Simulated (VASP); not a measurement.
Crystal: Co.

```
Co
1.0
     2.45839    0.00000    0.00000
    -1.22920    2.12903    0.00000
     0.00000    0.00000    3.96069
Co
2
Direct
  0.33333 0.66667 0.25000
  0.66667 0.33333 0.75000
```

Base run:

```yaml
Program: VASP 6.6.1
Functional: PBE
Potentials_or_basis: VASP PAW PBE potentials, release 64 (Co)
Cutoff: 520 eV
k_mesh: 15 × 15 × 8
Occupations: gaussian, width 1 eV
Spin: no spin polarisation
```

Its results: band gap on the k mesh zero (band 9 reaches 11.29 eV, above the bottom of band 10 at 9.73 eV); pressure 6.9 GPa.

Q: The run is repeated on the same cell with these changes: occupations from gaussian, width 1 eV to gaussian, width 0.3 eV. What comes out?

A: Band gap on the k mesh zero (band 9 reaches 11.23 eV, above the bottom of band 10 at 9.68 eV); pressure -0.5 GPa.

Caveats: the run has no spin polarisation, though such a crystal can be magnetic.
